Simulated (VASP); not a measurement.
# CoSn (P6/mmm) in VASP: notebook, part 3 of 3

VASP 6.6.1. The steps go on from the part before.

## 6. Single point, PBEsol (15.90 Å³/atom)

This run uses another cell than the first one, of 15.90 Å³/atom.

INCAR reads:

```
ALGO     = Fast           # electronic algorithm
EDIFF    = 1E-6           # SCF threshold, eV
ENCUT    = 520            # plane-wave cutoff, eV
GGA      = PS             # functional
ISIF     = 2              # what is computed and relaxed
ISMEAR   = 0              # smearing method
LASPH    = T              # aspherical terms in the spheres
LCHARG   = T              # write CHGCAR
LELF     = T              # ELF
LREAL    = F              # projectors in reciprocal space
LVHAR    = T            
LWAVE    = F              # write WAVECAR
NBANDS   = 44             # bands
NELM     = 80             # most SCF steps
PREC     = Accurate       # precision mode
SIGMA    = 0.1            # smearing width, eV
```

KPOINTS reads:

```
k-points
0
Gamma
  12 12 8
```

POSCAR reads:

```
CoSn
1.0
    5.1669878176      0.0000000000      0.0000000000
   -2.5834939088      4.4747427111      0.0000000000
    0.0000000000      0.0000000000      4.1263632287
Co Sn
3 3
Direct
    0.0000000000      0.5000000000      0.0000000000
    0.5000000000      0.5000000000      0.0000000000
    0.5000000000      0.0000000000      0.0000000000
    0.6666666667      0.3333333333      0.5000000000
    0.3333333333      0.6666666667      0.5000000000
    0.0000000000      0.0000000000      0.0000000000
```

Potentials or basis: VASP PAW PBE potentials, release 64 (Co, Sn_d).

On the command line:

```bash
> cat potpaw_PBE.64/Co/POTCAR potpaw_PBE.64/Sn_d/POTCAR > POTCAR
> mpirun -np 1 vasp_std > vasp.out
```

OUTCAR:

```text
EDIFF = 1E-6
   ENCUT = 520
   GGA = PS
   ISIF = 2
   ISMEAR = 0
   LASPH = T
   LREAL = F
   NELM = 80
   PREC = Accurate

 ion  position               nearest neighbor table
   1  0.000  0.500  0.000-   4 2.55   5 2.55   4 2.55   5 2.55   2 2.58   2 2.58   6 2.58   6 2.58
                             3 2.58   3 2.58
   2  0.500  0.500  0.000-   4 2.55   5 2.55   4 2.55   5 2.55   1 2.58   1 2.58   6 2.58   3 2.58
                             3 2.58   6 2.58
   3  0.500  0.000  0.000-   4 2.55   5 2.55   4 2.55   5 2.55   6 2.58   6 2.58   1 2.58   2 2.58
                             2 2.58   1 2.58
   4  0.667  0.333  0.500-   1 2.55   1 2.55   3 2.55   3 2.55   2 2.55   2 2.55   5 2.98   5 2.98
                             5 2.98   6 3.63   6 3.63   6 3.63   6 3.63   6 3.63   6 3.63
   5  0.333  0.667  0.500-   1 2.55   1 2.55   3 2.55   3 2.55   2 2.55   2 2.55   4 2.98   4 2.98
                             4 2.98   6 3.63   6 3.63   6 3.63   6 3.63   6 3.63   6 3.63
   6  0.000  0.000  0.000-   3 2.58   3 2.58   1 2.58   1 2.58   2 2.58   2 2.58   5 3.63   4 3.63
                             5 3.63   4 3.63   4 3.63   5 3.63   5 3.63   4 3.63   5 3.63   5 3.63

  LATTYP: Found a hexagonal cell.
 ALAT       =     5.1669878176
 C/A-ratio  =     0.7986013078

  Lattice vectors:

 A1 = (   5.1669878176,   0.0000000000,   0.0000000000)
 A2 = (  -2.5834939088,   4.4747427111,   0.0000000000)
 A3 = (   0.0000000000,   0.0000000000,   4.1263632287)

Analysis of symmetry for initial positions (statically):
=====================================================================
 Subroutine PRICEL returns:
 Original cell was already a primitive cell.

 Routine SETGRP: Setting up the symmetry group for a
 hexagonal supercell.

 Subroutine GETGRP returns: Found 24 space group operations
 (whereof 24 operations were pure point group operations)
 out of a pool of 24 trial point group operations.

The static configuration has the point symmetry D_6h.

Analysis of symmetry for dynamics (positions and initial velocities):
=====================================================================
 Subroutine PRICEL returns:
 Original cell was already a primitive cell.
[... 138 lines left out ...]
  Fermi-wavevector in a.u.,A,eV,Ry     =   1.469491  2.776935 29.380465  2.159403
  Thomas-Fermi vector in A             =   2.584862
   LORBIT       =      0    0 simple, 1 ext, 2 COOP (PROOUT), +10 PAW based schemes
   GGA     = PS    functional components
   LHFCALC =     F    Hartree Fock is set to
   AEXX    =    0.0000 exact exchange contribution
   IVDW    =     0    specifies the selected vdW correction
   LEPSILON=     F    determine dielectric tensor
   LRPA    =     F    only Hartree local field effects (RPA)
 non-spin polarized calculation
 RMM-DIIS sequential band-by-band and
 Gauss-broadening in eV      SIGMA  =   0.10
  energy-cutoff  :      520.00
  volume of cell :       95.41
 maximum number of plane-waves:      2613
 NGX is ok and might be reduce to    40
   NGX = 19   NGY = 19   NGZ = 15

 number of electron      68.9999980 magnetization

 Free energy of the ion-electron system (eV)
  ---------------------------------------------------
  ext. energy  EPLUGINS =         0.00000000
  ---------------------------------------------------
  free energy    TOTEN  =       -36.93857420 eV

  energy without entropy =      -36.92680830  energy(sigma->0) =      -36.93269125

 E-fermi :  10.6182     XC(G=0): -12.2588

 val. band max:       10.6142412391   @ k =   0.0833   0.0833   0.5000
 cond. band min:      10.6520582394   @ k =   0.2500   0.0000   0.0000
 fundamental gap:      0.0378170003
 Fermi energy:        10.6182250237

 k-point     1 :       0.0000    0.0000    0.0000
  band No.  band energies     occupation
      1     -10.7731      2.00000
      2     -10.6738      2.00000
      3     -10.6738      2.00000
      4     -10.6551      2.00000
      5     -10.6551      2.00000
      6     -10.5922      2.00000
[... 1117 lines left out ...]
     43      15.6759      0.00000
     44      17.5450      0.00000

 [... further k-points ...]
[... 5 lines left out ...]
  --------------------------------------------------------------------------------------
  -------------------------------------------------------------------------------------
  Total        2.8264799      2.8264799      2.7675672     -0.0000000      0.0000000      0.0000000
  in kB       47.4660976     47.4660976     46.4767540     -0.0000000      0.0000000      0.0000000
  external PRESSURE =      47.1363164 kB  Pullay stress =       0.0000000 kB

 VOLUME and BASIS-vectors are now :
 -----------------------------------------------------------------------------
  energy-cutoff  :      520.00
  volume of cell :       95.41
      direct lattice vectors                 reciprocal lattice vectors
     5.166987818  0.000000000  0.000000000     0.193536357  0.111738268  0.000000000
    -2.583493909  4.474742711  0.000000000     0.000000000  0.223476536  0.000000000
     0.000000000  0.000000000  4.126363229     0.000000000  0.000000000  0.242344153

 POSITION                                       TOTAL-FORCE (eV/Angst)
 -----------------------------------------------------------------------------------
     -1.29175      2.23737      0.00000         0.000000      0.000000      0.000000
      1.29175      2.23737      0.00000         0.000000      0.000000      0.000000
      2.58349      0.00000      0.00000         0.000000      0.000000      0.000000
      2.58349      1.49158      2.06318        -0.000000      0.000000      0.000000
     -0.00000      2.98316      2.06318         0.000000      0.000000     -0.000000
      0.00000      0.00000      0.00000         0.000000      0.000000      0.000000
 -----------------------------------------------------------------------------------
    total drift:                               -0.000000      0.000000     -0.000000

  FREE ENERGIE OF THE ION-ELECTRON SYSTEM (eV)
  ---------------------------------------------------
  free  energy   TOTEN  =       -36.9385741997 eV

  energy  without entropy=      -36.9268083004  energy(sigma->0) =      -36.93269125
```

OSZICAR:

```text
N       E                     dE             d eps       ncg     rms          rms(c)
DAV:   1     0.694089595545E+03    0.69409E+03   -0.31258E+04  8476   0.254E+03
DAV:   2     0.696849852037E+02   -0.62440E+03   -0.60472E+03  8360   0.608E+02
DAV:   3    -0.344875858840E+02   -0.10417E+03   -0.10112E+03  8488   0.226E+02
DAV:   4    -0.398849017614E+02   -0.53973E+01   -0.53570E+01  9528   0.580E+01
DAV:   5    -0.400486612709E+02   -0.16376E+00   -0.16370E+00 11436   0.921E+00    0.166E+01
RMM:   6    -0.412392368302E+02   -0.11906E+01   -0.31227E+01  9048   0.383E+01    0.152E+01
RMM:   7    -0.372854536612E+02    0.39538E+01   -0.94960E+00  9186   0.233E+01    0.517E+00
RMM:   8    -0.369323481790E+02    0.35311E+00   -0.96816E-01  9686   0.577E+00    0.790E-01
RMM:   9    -0.369376267511E+02   -0.52786E-02   -0.18957E-01 11728   0.248E+00    0.382E-01
RMM:  10    -0.369382562775E+02   -0.62953E-03   -0.38939E-02 12639   0.114E+00    0.216E-01
RMM:  11    -0.369383565521E+02   -0.10027E-03   -0.92684E-03 12839   0.630E-01    0.129E-01
RMM:  12    -0.369385164464E+02   -0.15989E-03   -0.28649E-03 14068   0.253E-01    0.399E-02
RMM:  13    -0.369385628748E+02   -0.46428E-04   -0.60399E-04 14489   0.116E-01    0.227E-02
RMM:  14    -0.369385715092E+02   -0.86343E-05   -0.12894E-04 14776   0.523E-02    0.171E-02
RMM:  15    -0.369385748415E+02   -0.33323E-05   -0.29436E-05 11954   0.250E-02    0.768E-03
RMM:  16    -0.369385739860E+02    0.85552E-06   -0.14338E-05  8975   0.250E-02    0.422E-03
RMM:  17    -0.369385741997E+02   -0.21370E-06   -0.52030E-06  7053   0.122E-02
   1 F= -.36938574E+02 E0= -.36932691E+02  d E =-.117659E-01
```

Wall time 12 min (1 thread of Intel Xeon 8259CL, shared host); peak memory 0.44 GiB.

What came out:

```yaml
Free_energy: -36.9386 eV
Pressure: 4.7 GPa
Band_gap_on_the_k_mesh: zero (an odd number of electrons rules out a gap without spin polarisation)
```

Levels at points of the mesh, in eV from the Fermi level:
```
           k point  band 30  band 31  band 32  band 33  band 34  band 35  band 36  band 37  band 38  band 39
(0.00, 0.00, 0.00)    -0.47    -0.45    -0.45    -0.42    -0.42     0.57     0.77     1.50     1.50     3.09
(0.50, 0.00, 0.00)    -1.00    -0.67    -0.44    -0.43     0.79     1.10     1.88     1.93     2.85     3.57
(0.00, 0.00, 0.50)    -1.00    -1.00    -0.53    -0.51    -0.51    -0.40    -0.40    -0.20     0.57     1.57
(0.50, 0.00, 0.50)    -1.31    -1.01    -0.72    -0.52    -0.45    -0.42    -0.10     0.45     1.38     4.31
```

Caveat: the cell stands under pressure; the PAW data sets were made with another functional, which shifts forces and pressure a little; spin-orbit coupling is left out, which moves the levels of the heavy elements; the run has no spin polarisation, though such a crystal can be magnetic.

## 7. The runs side by side

```tsv
cell	further INCAR settings	gap on the mesh (eV)	pressure (GPa)
a = 5.220, b = 5.220, c = 4.419 Å, angles 90.0, 90.0, 120.0°, 6 atoms	ALGO = Fast; EDIFF = 1e-06; NBANDS = 44	none	-6.9
a = 5.322, b = 5.322, c = 4.250 Å, angles 90.0, 90.0, 120.0°, 6 atoms	ALGO = Fast; EDIFF = 1e-06; NBANDS = 44	none	-7.4
a = 5.388, b = 5.388, c = 4.303 Å, angles 90.0, 90.0, 120.0°, 6 atoms	ALGO = Fast; EDIFF = 1e-07; NBANDS = 44	none	-11.1
a = 5.113, b = 5.113, c = 4.083 Å, angles 90.0, 90.0, 120.0°, 6 atoms	ALGO = Fast; EDIFF = 1e-06; NBANDS = 44	none	10.4
a = 5.167, b = 5.167, c = 4.126 Å, angles 90.0, 90.0, 120.0°, 6 atoms	ALGO = Fast; EDIFF = 1e-06; NBANDS = 44	none	4.7
```

Alike in all rows: task single point; level PBEsol; potentials or basis VASP PAW PBE potentials, release 64 (Co, Sn_d); no spin polarisation; k mesh 12 × 12 × 8; cutoff (eV) 520; smearing gaussian 0.1 eV.

Caveats: the PAW data sets were made with another functional, which shifts forces and pressure a little; spin-orbit coupling is left out, which moves the levels of the heavy elements; the run has no spin polarisation, though such a crystal can be magnetic; the cell stands under tension (at least some runs); the cell stands under pressure (at least some runs).

Total energies depend on the potentials used, so only differences within one code and one set of settings carry meaning.
